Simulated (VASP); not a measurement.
## CoSi2: single point with PBEsol+D3(BJ)

The system is CoSi2.

```
CELL_PARAMETERS angstrom
3.78726 0.00000 0.00000
1.89363 3.27987 0.00000
1.89363 1.09329 3.09229
ATOMIC_POSITIONS crystal
Co 0.00000 0.00000 0.00000
Si 0.25000 0.25000 0.25000
Si 0.75000 0.75000 0.75000
```

```yaml
Program: VASP 6.6.1
Task: single point
Functional: PBEsol
Dispersion: D3(BJ)
Potentials_or_basis: VASP PAW PBE potentials, release 64 (Co, Si)
Cutoff: 520 eV
k_mesh: 9 × 9 × 9
Occupations: fermi-dirac, width 0.3 eV
Spin: collinear spin, ferromagnetic start
Starting_moments: "[1.85, 0.3, 0.3] μB"
Fixed_moment: 3 μB
Dipole_correction: no
Further_INCAR_settings: ALGO = Normal; EDIFF = 1e-06; NBANDS = 20
```

```
Pressure                                              : 16.6 GPa
Net moment                                            : 3.00 μB per cell
Site moments                                          : Co +1.80; Si +0.24 μB
Valence electrons inside the program's atomic spheres : Co 8.71; Si 1.65
Dispersion energy per atom                            : -0.387 eV
```

It took 100 s on 1 thread of Intel Xeon 8259CL, on a shared host, peak memory 0.21 GiB.

Caveat: three body term missing; the cell stands under pressure; the PAW data sets were made with another functional, which shifts forces and pressure a little; the total moment is fixed, so each spin has its own Fermi level.
